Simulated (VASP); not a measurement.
Set up this calculation in VASP 6.6.1, as the native input.

- Task: single point
- Functional: PBE
- Potentials or basis: VASP PAW PBE potentials, release 64 (Ba_sv, F)
- Cutoff: 600 eV
- k mesh: 8 × 8 × 8
- Occupations: tetrahedron
- Spin: non-collinear spin, zero start, spin-orbit coupling
- Starting moments: [[0.0, 0.0, 0.0], [0.0, 0.0, 0.0], [0.0, 0.0, 0.0]] μB
- Dipole correction: no
- Further INCAR settings: ALGO = Normal; EDIFF = 1e-06; NBANDS = 37

The structure of BaF2 lies in POSCAR:

```
BaF2
1.0
    0.0000000000      3.1000485598      3.1000485598
    3.1000485598      0.0000000000      3.1000485598
    3.1000485598      3.1000485598      0.0000000000
Ba F
1 2
Direct
    0.0000000000      0.0000000000      0.0000000000
    0.2500000000      0.2500000000      0.2500000000
    0.7500000000      0.7500000000      0.7500000000
```

These files were run (other wordings do the same):

INCAR

```
  PREC = Accurate
  ENCUT = 600
  EDIFF = 1E-6
  ISMEAR = -5
  SIGMA = 0.1
  LREAL = F
  LASPH = T
  NELM = 200
  ALGO = Normal
  ISIF = 2
  LWAVE = F
  LCHARG = F
  MAGMOM = 0 0 0 0 0 0 0 0 0
  LORBIT = 11
  LSORBIT = T
  GGA_COMPAT = F
  LORBMOM = T
  GGA = PE
  NBANDS = 37
```

KPOINTS

```
Automatic mesh
0
Gamma
  8 8 8
```

Potentials or basis: VASP PAW PBE potentials, release 64 (Ba_sv, F).

Run with:

```bash
$ cat potpaw_PBE.64/Ba_sv/POTCAR potpaw_PBE.64/F/POTCAR > POTCAR
$ mpirun -np 1 vasp_ncl > vasp.out
```

Results of the run:

The pressure is 2.3 GPa, the net moment is 0.00 μB per cell and the valence electrons inside the program's atomic spheres are Ba 7.88; F 6.09.

Wall time 3.4 min on 1 thread of AMD EPYC 7R13 (shared host), peak memory 0.41 GiB.
